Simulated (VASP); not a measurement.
Here is a VASP 6.6.1 calculation.

File INCAR:

```
SYSTEM = PtS2
PREC = Accurate ; ENCUT = 570
EDIFF = 1E-6 ; ISMEAR = 0
SIGMA = 0.05 ; LREAL = .False.
LASPH = .True. ; NELM = 120
ALGO = Normal ; ISIF = 2
LWAVE = .False. ; LCHARG = .False.
GGA = PE ; NBANDS = 22
GGA_COMPAT = .False.
```

KPOINTS

```
Automatic mesh
0
Gamma
  9 9 4
  0 0 0
```

The input POSCAR:

```
PtS2
1.0
    3.4514000000      0.0000000000      0.0000000000
   -1.7257000000      2.9890000786      0.0000000000
    0.0000000000      0.0000000000      6.3342000000
Pt S
1 2
Direct
    0.0000000000      0.0000000000      0.0000000000
    0.3333333333      0.6666666667      0.2050907677
    0.6666666667      0.3333333333      0.7949092323
```

Potentials or basis: VASP PAW PBE potentials, release 64 (Pt_sv_GW, S).

Command:

```bash
$ cat potpaw_PBE.64/Pt_sv_GW/POTCAR potpaw_PBE.64/S/POTCAR > POTCAR
$ mpirun -np 1 vasp_std > vasp.out
```

**Question.** Predict the pressure.

**Answer.** 3.9 GPa.

**Question.** What does it give for the largest force?

**Answer.** 0.030 eV/Å.

**Question.** Predict the band gap on the k mesh.

**Answer.** 1.51 eV (least direct gap 1.62 eV).

Forces in eV/Å, atoms in the order of the input:
```
Pt   0.000  0.000  0.000
S    0.000  0.000 -0.030
S    0.000  0.000  0.030
```

Caveat: the stress differs along the axes, from -0 to 6 GPa; spin-orbit coupling is left out, which moves the levels of the heavy elements; this functional lacks dispersion, which binds layers or chains, so the pressure and a relaxed spacing across them are unreliable. A k mesh can miss the band edges.
